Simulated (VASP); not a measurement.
A run of VASP 6.6.1 is set up as follows.

INCAR

```
SYSTEM = InSe
PREC = Accurate
ENCUT = 520
EDIFF = 1E-6
ISMEAR = 0
SIGMA = 0.03
LREAL = .False.
LASPH = .True.
NELM = 80
ALGO = Fast
ISIF = 2
LWAVE = .False.
LCHARG = .False.
NBANDS = 48
KPAR = 2
```

KPOINTS

```
Automatic mesh
0
Gamma
  9 9 2
  0 0 0
```

Contents of POSCAR:

```
InSe                                    
1.0
    4.0325940883     -0.0000000000      0.0000000000
   -2.0162970441      3.4923289236      0.0000000000
    0.0000000000     -0.0000000000     16.7578863181
  In              Se            
     4     4
Direct
     0.3333333332999970    0.6666666667000030    0.1666317070947020
     0.6666666667000030    0.3333333332999970    0.6666317070947020
     0.3333333332999970    0.6666666667000030    0.3333682929052980
     0.6666666667000030    0.3333333332999970    0.8333682929052980
     0.3333333332999970    0.6666666667000030    0.5897259163387023
     0.6666666667000030    0.3333333332999970    0.0897259163387023
     0.3333333332999970    0.6666666667000030    0.9102740836612977
     0.6666666667000030    0.3333333332999970    0.4102740836612977
```

File KPOINTS_OPT:

```
explicit points
168
Reciprocal
 0.0000000000  0.0000000000  0.0000000000 1
 0.0555555556  0.0000000000  0.0000000000 1
 0.1111111111  0.0000000000  0.0000000000 1
 0.1666666667  0.0000000000  0.0000000000 1
 0.2222222222  0.0000000000  0.0000000000 1
 0.2777777778  0.0000000000  0.0000000000 1
[... 160 lines left out ...]
 0.5000000000  0.0000000000  0.0943072600 1
 0.5000000000  0.0000000000 -0.0943072600 1
```

Potentials or basis: VASP PAW LDA potentials, release 64 (In_d, Se).

Command:

```console
$ cat potpaw_LDA.64/In_d/POTCAR potpaw_LDA.64/Se/POTCAR > POTCAR
$ mpirun -np 2 vasp_std > vasp.out
```

Q: Estimate the largest force.

A: 0.299 eV/Å.

Q: Estimate the band gap along the path.

A: 0.16 eV.

Q: What does it give for the pressure?

A: -2.3 GPa.

Q: Predict the band gap on the k mesh.

A: 0.16 eV.

Forces on the atoms (eV/Å):
```
In   0.000  0.000 -0.103
In   0.000  0.000 -0.103
In   0.000  0.000  0.103
In   0.000  0.000  0.103
Se   0.000  0.000  0.299
Se   0.000  0.000  0.299
Se   0.000  0.000 -0.299
Se   0.000  0.000 -0.299
```

Caveat: spin-orbit coupling is left out, which moves the levels of the heavy elements.
